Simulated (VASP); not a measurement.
# SnO (P4/nmm) in VASP: further runs

The runs below take SnO through single point, with LDA.

All numbers are computed with VASP 6.6.1; they aren't measurements. Logs are shortened: lines on timing, memory, paths and dates and some standing lists are left out, and cuts for length are marked.

## 1. The cell of the first run

The structure is tetragonal, space group P4/nmm (No. 129). Conventional cell: a = 3.788 Å, b = 3.788 Å, c = 4.854 Å, α = 90.00°, β = 90.00°, γ = 90.00°. Sn (site symmetry 4mm) has 4 O at 2.21 Å within 2.9 Å. O (site symmetry -4m2) has 4 Sn at 2.21 Å and 4 O at 2.68 Å within 2.9 Å.

## 2. Single point, LDA (volume scaled by 0.98)

File INCAR:

```
PREC = Accurate
ENCUT = 520
EDIFF = 1E-6
ISMEAR = -1
SIGMA = 0.05
LREAL = F
LASPH = T
NELM = 100
ALGO = Normal
ISIF = 2
LWAVE = F
LCHARG = F
NBANDS = 28
```

File KPOINTS:

```
Automatic mesh
0
Gamma
  7 7 6
```

File POSCAR:

```
SnO
1.0
    3.7880991788      0.0000000000      0.0000000000
    0.0000000000      3.7880991788      0.0000000000
    0.0000000000      0.0000000000      4.8541142359
Sn O
2 2
Direct
    0.5000000000      0.0000000000      0.7646261400
    0.0000000000      0.5000000000      0.2353738600
    0.0000000000      0.0000000000      0.0000000000
    0.5000000000      0.5000000000      0.0000000000
```

Potentials or basis: VASP PAW LDA potentials, release 64 (Sn_d, O).

Command:

```sh
$ cat potpaw_LDA.64/Sn_d/POTCAR potpaw_LDA.64/O/POTCAR > POTCAR
$ mpirun -np 1 vasp_std > vasp.out
```

OUTCAR:

```text
PREC = Accurate
   ENCUT = 520
   EDIFF = 1E-6
   ISMEAR = -1
   LREAL = F
   LASPH = T
   NELM = 100
   ISIF = 2

 ion  position               nearest neighbor table
   1  0.500  0.000  0.765-   3 2.21   4 2.21   4 2.21   3 2.21   2 3.52   2 3.52   2 3.52   2 3.52
                             2 3.71   2 3.71   2 3.71   2 3.71
   2  0.000  0.500  0.235-   3 2.21   4 2.21   3 2.21   4 2.21   1 3.52   1 3.52   1 3.52   1 3.52
                             1 3.71   1 3.71   1 3.71   1 3.71
   3  0.000  0.000  0.000-   1 2.21   2 2.21   2 2.21   1 2.21
   4  0.500  0.500  0.000-   1 2.21   2 2.21   1 2.21   2 2.21

  LATTYP: Found a simple tetragonal cell.
 ALAT       =     3.7880991788
 C/A-ratio  =     1.2814116016

  Lattice vectors:

 A1 = (   3.7880991788,   0.0000000000,   0.0000000000)
 A2 = (   0.0000000000,   3.7880991788,   0.0000000000)
 A3 = (   0.0000000000,   0.0000000000,   4.8541142359)

Analysis of symmetry for initial positions (statically):
=====================================================================
 Subroutine PRICEL returns:
 Original cell was already a primitive cell.

 Routine SETGRP: Setting up the symmetry group for a
 simple tetragonal supercell.

 Subroutine GETGRP returns: Found 16 space group operations
 (whereof  8 operations were pure point group operations)
 out of a pool of 16 trial point group operations.

The static configuration has the point symmetry D_2d.
 The point group associated with its full space group is D_4h.

Analysis of symmetry for dynamics (positions and initial velocities):
=====================================================================
 Subroutine PRICEL returns:
 Original cell was already a primitive cell.

 Routine SETGRP: Setting up the symmetry group for a
 simple tetragonal supercell.

 Subroutine GETGRP returns: Found 16 space group operations
 (whereof  8 operations were pure point group operations)
 out of a pool of 16 trial point group operations.

The dynamic configuration has the point symmetry D_2d.
 The point group associated with its full space group is D_4h.

 Subroutine INISYM returns: Found 16 space group operations
 (whereof  8 operations are pure point group operations),
 and found     1 'primitive' translations

----------------------------------------------------------------------------------------

                                     Primitive cell

  volume of cell :      69.6551

  direct lattice vectors                    reciprocal lattice vectors
     3.788099179  0.000000000  0.000000000     0.263984641  0.000000000  0.000000000
     0.000000000  3.788099179  0.000000000     0.000000000  0.263984641  0.000000000
     0.000000000  0.000000000  4.854114236     0.000000000  0.000000000  0.206010809

  length of vectors
     3.788099179  3.788099179  4.854114236     0.263984641  0.263984641  0.206010809

  position of ions in fractional coordinates (direct lattice)
     0.500000000  0.000000000  0.764626140
     0.000000000  0.500000000  0.235373860
     0.000000000  0.000000000  0.000000000
     0.500000000  0.500000000  0.000000000

  ion indices of the primitive-cell ions
   primitive index   ion index
                 1           1
                 2           2
                 3           3
                 4           4

----------------------------------------------------------------------------------------

 KPOINTS: Automatic mesh

Automatic generation of k-mesh.
 Grid dimensions read from file:
 generate k-points for:    7    7    6

 Generating k-lattice:

  Cartesian coordinates                     Fractional coordinates (reciprocal lattice)
     0.037712092  0.000000000  0.000000000     0.142857143  0.000000000  0.000000000
     0.000000000  0.037712092  0.000000000     0.000000000  0.142857143  0.000000000
     0.000000000  0.000000000  0.034335135     0.000000000  0.000000000  0.166666667

  Length of vectors
     0.037712092  0.037712092  0.034335135

  Shift w.r.t. Gamma in fractional coordinates (k-lattice)
     0.000000000  0.000000000  0.000000000

 Subroutine IBZKPT returns following result:
 ===========================================

 Found     40 irreducible k-points:

 Following reciprocal coordinates:
            Coordinates               Weight
  0.000000  0.000000  0.000000      1.000000
  0.142857  0.000000  0.000000      4.000000
  0.285714  0.000000  0.000000      4.000000
  0.428571  0.000000  0.000000      4.000000
  0.142857  0.142857  0.000000      4.000000
  0.285714  0.142857  0.000000      8.000000
[... 16 lines left out ...]
  0.285714  0.000000  0.333333      8.000000
  0.428571  0.000000  0.333333      8.000000
 [... further k-points ...]
   k-points           NKPTS =     40   k-points in BZ     NKDIM =     40   number of bands    NBANDS=     28
   number of dos      NEDOS =    301   number of ions     NIONS =      4
   total plane-waves  NPLWV =  28224
   dimension x,y,z NGX =    28 NGY =   28 NGZ =   36
   dimension x,y,z NGXF=    56 NGYF=   56 NGZF=   72
   ions per type =               2   2
   NGX,Y,Z   is equivalent  to a cutoff of  12.29, 12.29, 12.33 a.u.
   NGXF,Y,Z  is equivalent  to a cutoff of  24.58, 24.58, 24.66 a.u.
 SYSTEM =  unknown system
   PREC   = accura    normal or accurate (medium, high low for compatibility)
   ISTART =      0    job   : 0-new  1-cont  2-samecut
   ICHARG =      2    charge: 1-file 2-atom 10-const
   ISPIN  =      1    spin polarized calculation?
   LNONCOLLINEAR =      F non collinear calculations
   LSORBIT =      F    spin-orbit coupling
   LASPH  =      T    aspherical Exc in radial PAW
   ENCUT  =  520.0 eV  38.22 Ry    6.18 a.u.   7.04  7.04  9.03*2*pi/ulx,y,z
   NELM   =    100;   NELMIN=  2; NELMDL= -5     # of ELM steps
   EDIFF  = 0.1E-05   stopping-criterion for ELM
   LREAL  =      F    real-space projection
   EDIFFG = 0.1E-04   stopping-criterion for IOM
   NSW    =      0    number of steps for IOM
   IBRION =     -1    ionic relax: 0-MD 1-quasi-New 2-CG
   NFREE  =      0    steps in history (QN), initial steepest desc. (CG)
   ISIF   =      2    stress and relaxation
   ISYM   =      2    0-nonsym 1-usesym 2-fastsym
   POTIM  = 0.5000    time-step for ionic-motion
   TEBEG  =    0.0;   TEEND  =   0.0 temperature during run
   PSTRESS=    0.0 pullay stress
   NELECT =      40.0000    total number of electrons
   NUPDOWN=      -1.0000    fix difference up-down
   EMIN   =  10.00;   EMAX   =-10.00  energy-range for DOS
   EFERMI =   0.00;   METHOD = LEGACY
   ISMEAR =    -1;   SIGMA  =   0.05  broadening in eV -4-tet -1-fermi 0-gaus
   EFERMI_NEDOS =   21; number of points for ismear=-14 and -15
   IALGO  =     38    algorithm
   IMIX   =      4    mixing-type and parameters
     AMIX     =   0.40;   BMIX     =  1.00
     AMIX_MAG =   1.60;   BMIX_MAG =  1.00
  volume/ion in A,a.u.               =      17.41       117.51
  Fermi-wavevector in a.u.,A,eV,Ry     =   1.360747  2.571438 25.192975  1.851631
  Thomas-Fermi vector in A             =   2.487382
   LORBIT       =      0    0 simple, 1 ext, 2 COOP (PROOUT), +10 PAW based schemes
   GGA     = CA    functional components
   LHFCALC =     F    Hartree Fock is set to
   AEXX    =    0.0000 exact exchange contribution
   IVDW    =     0    specifies the selected vdW correction
   LEPSILON=     F    determine dielectric tensor
   LRPA    =     F    only Hartree local field effects (RPA)
 non-spin polarized calculation
  energy-cutoff  :      520.00
  volume of cell :       69.66
 maximum number of plane-waves:      1896
   NGX = 15   NGY = 15   NGZ = 19

 number of electron      39.9999999 magnetization

 Free energy of the ion-electron system (eV)
  ---------------------------------------------------
  ext. energy  EPLUGINS =         0.00000000
  ---------------------------------------------------
  free energy    TOTEN  =       -25.71229777 eV

  energy without entropy =      -25.71191798  energy(sigma->0) =      -25.71210787

 E-fermi :   7.1226     XC(G=0): -10.6847

 val. band max:        6.9250383032   @ k =   0.0000   0.0000   0.0000
 cond. band min:       7.3001630446   @ k =   0.4286   0.4286   0.0000
 fundamental gap:      0.3751247415
 Fermi energy:         7.1225682815

 k-point     1 :       0.0000    0.0000    0.0000
  band No.  band energies     occupation
      1     -14.9788      2.00000
      2     -14.5212      2.00000
      3     -14.5212      2.00000
      4     -14.5165      2.00000
      5     -14.4605      2.00000
      6     -14.4601      2.00000
[... 20 lines left out ...]
     27      13.7581      0.00000
     28      14.1610      0.00000

 k-point     2 :       0.1429    0.0000    0.0000
  band No.  band energies     occupation
      1     -14.9677      2.00000
      2     -14.5239      2.00000
      3     -14.5164      2.00000
      4     -14.5161      2.00000
      5     -14.4766      2.00000
      6     -14.4633      2.00000
[... 20 lines left out ...]
     27      14.0013      0.00000
     28      15.6581      0.00000

 k-point     3 :       0.2857    0.0000    0.0000
  band No.  band energies     occupation
      1     -14.9369      2.00000
      2     -14.6616      2.00000
      3     -14.5030      2.00000
      4     -14.5024      2.00000
      5     -14.4771      2.00000
      6     -14.4698      2.00000
[... 20 lines left out ...]
     27      14.3807      0.00000
     28      17.8537      0.00000

 k-point     4 :       0.4286    0.0000    0.0000
  band No.  band energies     occupation
      1     -14.8837      2.00000
      2     -14.7947      2.00000
      3     -14.4881      2.00000
      4     -14.4847      2.00000
      5     -14.4775      2.00000
      6     -14.4731      2.00000
[... 20 lines left out ...]
     27      14.9976      0.00000
     28      16.1565      0.00000

 k-point     5 :       0.1429    0.1429    0.0000
  band No.  band energies     occupation
      1     -14.9589      2.00000
      2     -14.5648      2.00000
      3     -14.5230      2.00000
      4     -14.5037      2.00000
      5     -14.4989      2.00000
      6     -14.4603      2.00000
[... 20 lines left out ...]
     27      15.1176      0.00000
     28      16.1587      0.00000

 k-point     6 :       0.2857    0.1429    0.0000
  band No.  band energies     occupation
      1     -14.9347      2.00000
      2     -14.6980      2.00000
      3     -14.5142      2.00000
      4     -14.4868      2.00000
      5     -14.4810      2.00000
      6     -14.4648      2.00000
[... 463 lines left out ...]
      5     -14.4499      2.00000
      6     -14.4469      2.00000
[... 20 lines left out ...]
     27      14.5719      0.00000
     28      14.8537      0.00000

 k-point    22 :       0.1429    0.0000    0.3333
  band No.  band energies     occupation
      1     -14.9583      2.00000
      2     -14.5442      2.00000
      3     -14.5035      2.00000
      4     -14.4995      2.00000
      5     -14.4855      2.00000
      6     -14.4582      2.00000
[... 20 lines left out ...]
     27      14.6527      0.00000
     28      15.8303      0.00000

 k-point    23 :       0.2857    0.0000    0.3333
  band No.  band energies     occupation
      1     -14.9348      2.00000
      2     -14.6839      2.00000
      3     -14.5098      2.00000
      4     -14.4858      2.00000
      5     -14.4815      2.00000
      6     -14.4797      2.00000
[... 20 lines left out ...]
     27      15.1556      0.00000
     28      17.2775      0.00000

 k-point    24 :       0.4286    0.0000    0.3333
  band No.  band energies     occupation
      1     -14.8911      2.00000
      2     -14.8108      2.00000
      3     -14.5101      2.00000
      4     -14.4997      2.00000
      5     -14.4761      2.00000
      6     -14.4714      2.00000
[... 20 lines left out ...]
     27      15.7380      0.00000
     28      16.5839      0.00000

 [... further k-points ...]
[... 5 lines left out ...]
  --------------------------------------------------------------------------------------
  -------------------------------------------------------------------------------------
  Total       -0.4819314     -0.4819314     -0.4709235      0.0000000     -0.0000000      0.0000000
  in kB      -11.0851888    -11.0851888    -10.8319898      0.0000000     -0.0000000      0.0000000
  external PRESSURE =     -11.0007891 kB  Pullay stress =       0.0000000 kB

 VOLUME and BASIS-vectors are now :
 -----------------------------------------------------------------------------
  energy-cutoff  :      520.00
  volume of cell :       69.66
      direct lattice vectors                 reciprocal lattice vectors
     3.788099179  0.000000000  0.000000000     0.263984641  0.000000000  0.000000000
     0.000000000  3.788099179  0.000000000     0.000000000  0.263984641  0.000000000
     0.000000000  0.000000000  4.854114236     0.000000000  0.000000000  0.206010809

 POSITION                                       TOTAL-FORCE (eV/Angst)
 -----------------------------------------------------------------------------------
      1.89405      0.00000      3.71158         0.000000      0.000000     -0.154117
      0.00000      1.89405      1.14253        -0.000000      0.000000      0.154117
      0.00000      0.00000      0.00000        -0.000000      0.000000      0.000000
      1.89405      1.89405      0.00000        -0.000000     -0.000000      0.000000
 -----------------------------------------------------------------------------------
    total drift:                                0.000000      0.000000      0.000000

  FREE ENERGIE OF THE ION-ELECTRON SYSTEM (eV)
  ---------------------------------------------------
  free  energy   TOTEN  =       -25.7122977651 eV

  energy  without entropy=      -25.7119179788  energy(sigma->0) =      -25.71210787
```

It took 24 s on 1 thread of Intel Xeon 6975P-C (Granite Rapids), shared host; peak memory 0.19 GiB.

Results:

- Free energy: -25.7123 eV
- Pressure: -1.1 GPa
- Largest force: 0.154 eV/Å
- Band gap on the k mesh: 0.38 eV, indirect (least direct gap 1.96 eV)

Forces in eV/Å, atoms in the order of the input:
```
Sn   0.000  0.000 -0.154
Sn   0.000  0.000  0.154
O    0.000  0.000  0.000
O    0.000  0.000  0.000
```

Levels at points of the mesh, in eV from the valence-band top:
| k point | band 18 | band 19 | band 20 | band 21 | band 22 | band 23 |
| --- | --- | --- | --- | --- | --- | --- |
| (0.00, 0.00, 0.00) | -3.25 | -3.25 | 0.00 | 2.07 | 4.13 | 4.79 |
| (0.00, 0.00, 0.50) | -3.27 | -3.11 | -2.22 | 1.51 | 2.99 | 2.99 |

Caveat: spin-orbit coupling is left out, which moves the levels of the heavy elements. A k mesh can miss the band edges.

[end of part 1 of 2]
